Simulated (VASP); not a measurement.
# Sn (P-1) in VASP: single point with PBEsol

Aim: the single point of Sn with PBEsol.

Program: VASP 6.6.1. These are calculated values, not measurements. Logs are shortened: lines on timing, memory, paths and dates and some standing lists are left out, and cuts for length are marked.

### 1 The cell of the first run

The typed cell holds 1 atom: a = 3.192 Å, b = 3.240 Å, c = 3.327 Å, α = 111.32°, β = 108.31°, γ = 109.50°.

### 2 Single point, PBEsol

Input file INCAR:

```
PREC = Accurate ; ENCUT = 520
EDIFF = 1E-7 ; ISMEAR = 0
SIGMA = 0.15 ; LREAL = F
LASPH = T ; NELM = 60
ALGO = Fast ; ISIF = 2
LWAVE = F ; LCHARG = F
GGA = PS ; NBANDS = 13
```

Input file KPOINTS:

```
Automatic mesh
0
Gamma
  12 12 12
```

Input file POSCAR:

```
Sn
1.0
   -1.8425276872      1.8508811840      1.8352932462
    1.8145964324     -1.9197314604      1.8762122677
    1.8900916155      1.9672953887     -1.9041435226
Sn
1
Direct
    0.0000000000      0.0000000000      0.0000000000
```

Potentials or basis: VASP PAW PBE potentials, release 64 (Sn_d).

Launch:

```sh
$ cat potpaw_PBE.64/Sn_d/POTCAR > POTCAR
$ mpirun -np 1 vasp_std > vasp.out
```

OUTCAR:

```text
PREC = Accurate
   ENCUT = 520
   EDIFF = 1E-7
   ISMEAR = 0
   LREAL = F
   LASPH = T
   NELM = 60
   ISIF = 2
   GGA = PS

 ion  position               nearest neighbor table
   1  0.000  0.000  0.000-

  LATTYP: Found a triclinic cell.
 ALAT       =     8.6140403215
 B/A-ratio  =     0.6295197454
 C/A-ratio  =     0.3705597606
 COS(alpha) =     0.0067744464
 COS(beta)  =     0.2534991843
 COS(gamma) =     0.9528929419

  Lattice vectors:

 A1 = (   0.1230591114,   7.7052034218,  -3.8492060667)
 A2 = (   0.0754951831,   3.8870268491,  -3.7803557903)
 A3 = (  -1.8425276872,   1.8508811840,   1.8352932462)

Analysis of symmetry for initial positions (statically):
=====================================================================
 Subroutine PRICEL returns:
 Original cell was already a primitive cell.

 Routine SETGRP: Setting up the symmetry group for a
 triclinic supercell.

 Subroutine GETGRP returns: Found  2 space group operations
 (whereof  2 operations were pure point group operations)
 out of a pool of  2 trial point group operations.

The static configuration has the point symmetry S_2 .

Analysis of symmetry for dynamics (positions and initial velocities):
=====================================================================
 Subroutine PRICEL returns:
 Original cell was already a primitive cell.

 Routine SETGRP: Setting up the symmetry group for a
 triclinic supercell.

 Subroutine GETGRP returns: Found  2 space group operations
 (whereof  2 operations were pure point group operations)
 out of a pool of  2 trial point group operations.

The dynamic configuration has the point symmetry S_2 .

 Subroutine INISYM returns: Found  2 space group operations
 (whereof  2 operations are pure point group operations),
 and found     1 'primitive' translations

----------------------------------------------------------------------------------------

                                     Primitive cell

  volume of cell :      26.2355

  direct lattice vectors                    reciprocal lattice vectors
    -1.842527687  1.850881184  1.835293246    -0.001357682  0.266869591  0.274372790
     1.814596432 -1.919731460  1.876212268     0.271955908  0.001508061  0.271507047
     1.890091616  1.967295389 -1.904143523     0.266658085  0.258706024  0.006805884

  length of vectors
     3.192016719  3.240108265  3.326929518     0.382755339  0.384289431  0.371593409

  position of ions in fractional coordinates (direct lattice)
     0.000000000  0.000000000  0.000000000

  ion indices of the primitive-cell ions
   primitive index   ion index
                 1           1

----------------------------------------------------------------------------------------

 KPOINTS: Automatic mesh

Automatic generation of k-mesh.
 Grid dimensions read from file:
 generate k-points for:   12   12   12

 Generating k-lattice:

  Cartesian coordinates                     Fractional coordinates (reciprocal lattice)
    -0.000113140  0.022239133  0.022864399     0.083333333  0.000000000 -0.000000000
     0.022662992  0.000125672  0.022625587     0.000000000  0.083333333  0.000000000
     0.022221507  0.021558835  0.000567157    -0.000000000  0.000000000  0.083333333

  Length of vectors
     0.031896278  0.032024119  0.030966117

  Shift w.r.t. Gamma in fractional coordinates (k-lattice)
     0.000000000  0.000000000  0.000000000

 Subroutine IBZKPT returns following result:
 ===========================================

 Found    868 irreducible k-points:

 Following reciprocal coordinates:
            Coordinates               Weight
  0.000000  0.000000  0.000000      1.000000
  0.083333  0.000000  0.000000      2.000000
  0.166667  0.000000  0.000000      2.000000
  0.250000  0.000000  0.000000      2.000000
  0.333333  0.000000  0.000000      2.000000
  0.416667  0.000000  0.000000      2.000000
[... 16 lines left out ...]
  0.250000  0.166667  0.000000      2.000000
  0.333333  0.166667  0.000000      2.000000
 [... further k-points ...]
   k-points           NKPTS =    868   k-points in BZ     NKDIM =    868   number of bands    NBANDS=     13
   number of dos      NEDOS =    301   number of ions     NIONS =      1
   total plane-waves  NPLWV =  16128
   dimension x,y,z NGX =    24 NGY =   24 NGZ =   28
   dimension x,y,z NGXF=    48 NGYF=   48 NGZF=   56
   ions per type =               1
   NGX,Y,Z   is equivalent  to a cutoff of  12.50, 12.31, 13.99 a.u.
   NGXF,Y,Z  is equivalent  to a cutoff of  25.00, 24.63, 27.98 a.u.
 SYSTEM =  unknown system
   PREC   = accura    normal or accurate (medium, high low for compatibility)
   ISTART =      0    job   : 0-new  1-cont  2-samecut
   ICHARG =      2    charge: 1-file 2-atom 10-const
   ISPIN  =      1    spin polarized calculation?
   LNONCOLLINEAR =      F non collinear calculations
   LSORBIT =      F    spin-orbit coupling
   LASPH  =      T    aspherical Exc in radial PAW
   ENCUT  =  520.0 eV  38.22 Ry    6.18 a.u.   5.94  6.02  6.19*2*pi/ulx,y,z
   NELM   =     60;   NELMIN=  2; NELMDL= -5     # of ELM steps
   EDIFF  = 0.1E-06   stopping-criterion for ELM
   LREAL  =      F    real-space projection
   EDIFFG = 0.1E-05   stopping-criterion for IOM
   NSW    =      0    number of steps for IOM
   IBRION =     -1    ionic relax: 0-MD 1-quasi-New 2-CG
   NFREE  =      0    steps in history (QN), initial steepest desc. (CG)
   ISIF   =      2    stress and relaxation
   ISYM   =      2    0-nonsym 1-usesym 2-fastsym
   POTIM  = 0.5000    time-step for ionic-motion
   TEBEG  =    0.0;   TEEND  =   0.0 temperature during run
   PSTRESS=    0.0 pullay stress
   NELECT =      14.0000    total number of electrons
   NUPDOWN=      -1.0000    fix difference up-down
   EMIN   =  10.00;   EMAX   =-10.00  energy-range for DOS
   EFERMI =   0.00;   METHOD = LEGACY
   ISMEAR =     0;   SIGMA  =   0.15  broadening in eV -4-tet -1-fermi 0-gaus
   EFERMI_NEDOS =   21; number of points for ismear=-14 and -15
   IALGO  =     68    algorithm
   IMIX   =      4    mixing-type and parameters
     AMIX     =   0.40;   BMIX     =  1.00
     AMIX_MAG =   1.60;   BMIX_MAG =  1.00
  volume/ion in A,a.u.               =      26.24       177.05
  Fermi-wavevector in a.u.,A,eV,Ry     =   1.327866  2.509303 23.990173  1.763228
  Thomas-Fermi vector in A             =   2.457146
   LORBIT       =      0    0 simple, 1 ext, 2 COOP (PROOUT), +10 PAW based schemes
   GGA     = PS    functional components
   LHFCALC =     F    Hartree Fock is set to
   AEXX    =    0.0000 exact exchange contribution
   IVDW    =     0    specifies the selected vdW correction
   LEPSILON=     F    determine dielectric tensor
   LRPA    =     F    only Hartree local field effects (RPA)
 non-spin polarized calculation
 RMM-DIIS sequential band-by-band and
 Gauss-broadening in eV      SIGMA  =   0.15
  energy-cutoff  :      520.00
  volume of cell :       26.24
 maximum number of plane-waves:       723
   NGX = 11   NGY = 13   NGZ = 13

 number of electron      13.9999999 magnetization

 Free energy of the ion-electron system (eV)
  ---------------------------------------------------
  ext. energy  EPLUGINS =         0.00000000
  ---------------------------------------------------
  free energy    TOTEN  =        -4.23134471 eV

  energy without entropy =       -4.22477304  energy(sigma->0) =       -4.22805887

 E-fermi :   8.3604     XC(G=0): -10.6722

 val. band max:        8.3586643307   @ k =   0.2500   0.2500   0.0000
 cond. band min:       8.3639498378   @ k =  -0.0000  -0.2500   0.3333
 fundamental gap:      0.0052855071
 Fermi energy:         8.3603928843

 k-point     1 :       0.0000    0.0000    0.0000
  band No.  band energies     occupation
      1     -13.1323      2.00000
      2     -13.1220      2.00000
      3     -13.0824      2.00000
      4     -12.9612      2.00000
      5     -12.9474      2.00000
      6      -3.0029      2.00000
      7      16.0925      0.00000
      8      16.7156      0.00000
      9      16.9634      0.00000
     10      20.3318      0.00000
     11      20.6846      0.00000
     12      20.8463      0.00000
     13      21.0065      0.00000

 k-point     2 :       0.0833    0.0000    0.0000
  band No.  band energies     occupation
      1     -13.1184      2.00000
      2     -13.1132      2.00000
      3     -13.0838      2.00000
      4     -12.9656      2.00000
      5     -12.9499      2.00000
      6      -2.8424      2.00000
      7      15.6222      0.00000
      8      15.8418      0.00000
      9      16.3031      0.00000
     10      19.1943      0.00000
     11      19.8694      0.00000
     12      20.0447      0.00000
     13      21.1559      0.00000

 k-point     3 :       0.1667    0.0000    0.0000
  band No.  band energies     occupation
      1     -13.1130      2.00000
      2     -13.0848      2.00000
      3     -13.0613      2.00000
      4     -12.9777      2.00000
      5     -12.9550      2.00000
      6      -2.3593      2.00000
      7      13.0442      0.00000
      8      14.7019      0.00000
      9      15.7873      0.00000
     10      18.0254      0.00000
     11      18.8788      0.00000
     12      19.7347      0.00000
     13      21.5422      0.00000
[... 305 lines left out ...]
 k-point    23 :       0.2500    0.1667    0.0000
  band No.  band energies     occupation
      1     -13.1121      2.00000
      2     -13.0735      2.00000
      3     -12.9933      2.00000
      4     -12.9700      2.00000
      5     -12.9194      2.00000
      6       0.0692      2.00000
      7       7.8222      2.00000
      8      10.2918      0.00000
      9      12.8243      0.00000
     10      17.9448      0.00000
     11      18.6308      0.00000
     12      22.0141      0.00000
     13      25.1688      0.00000

 k-point    24 :       0.3333    0.1667    0.0000
  band No.  band energies     occupation
      1     -13.1185      2.00000
      2     -13.0681      2.00000
      3     -12.9857      2.00000
      4     -12.9729      2.00000
      5     -12.8903      2.00000
      6       1.4513      2.00000
      7       5.6636      2.00000
      8       9.6338      0.00000
      9      12.4811      0.00000
     10      17.6204      0.00000
     11      19.6369      0.00000
     12      21.7730      0.00000
     13      23.9543      0.00000

 [... further k-points ...]
[... 5 lines left out ...]
  --------------------------------------------------------------------------------------
  -------------------------------------------------------------------------------------
  Total       -0.0362430     -0.0555255     -0.0295677     -0.0535246      0.1057931     -0.0184561
  in kB       -2.2133242     -3.3908878     -1.8056681     -3.2686954      6.4606790     -1.1270973
  external PRESSURE =      -2.4699600 kB  Pullay stress =       0.0000000 kB

 VOLUME and BASIS-vectors are now :
 -----------------------------------------------------------------------------
  energy-cutoff  :      520.00
  volume of cell :       26.24
      direct lattice vectors                 reciprocal lattice vectors
    -1.842527687  1.850881184  1.835293246    -0.001357682  0.266869591  0.274372790
     1.814596432 -1.919731460  1.876212268     0.271955908  0.001508061  0.271507047
     1.890091616  1.967295389 -1.904143523     0.266658085  0.258706024  0.006805884

 POSITION                                       TOTAL-FORCE (eV/Angst)
 -----------------------------------------------------------------------------------
      0.00000      0.00000      0.00000         0.000000      0.000000      0.000000
 -----------------------------------------------------------------------------------
    total drift:                               -0.000000     -0.000000      0.000000

  FREE ENERGIE OF THE ION-ELECTRON SYSTEM (eV)
  ---------------------------------------------------
  free  energy   TOTEN  =        -4.2313447105 eV

  energy  without entropy=       -4.2247730355  energy(sigma->0) =       -4.22805887
```

Run time: 3 min. Hardware: 1 thread of Intel Xeon 6975P-C, shared host; peak memory 0.37 GiB.

What came out:

| Item | Value |
| --- | --- |
| Free energy | -4.2313 eV |
| Pressure | -0.2 GPa |
| Band gap on the k mesh | zero (band 7 reaches 16.09 eV, above the bottom of band 8 at 5.76 eV) |

Stress tensor (GPa, compression positive):
```
-0.22 -0.33 -0.11
-0.33 -0.34  0.65
-0.11  0.65 -0.18
```

Caveat: the PAW data sets were made with another functional, which shifts forces and pressure a little; spin-orbit coupling is left out, which moves the levels of the heavy elements.
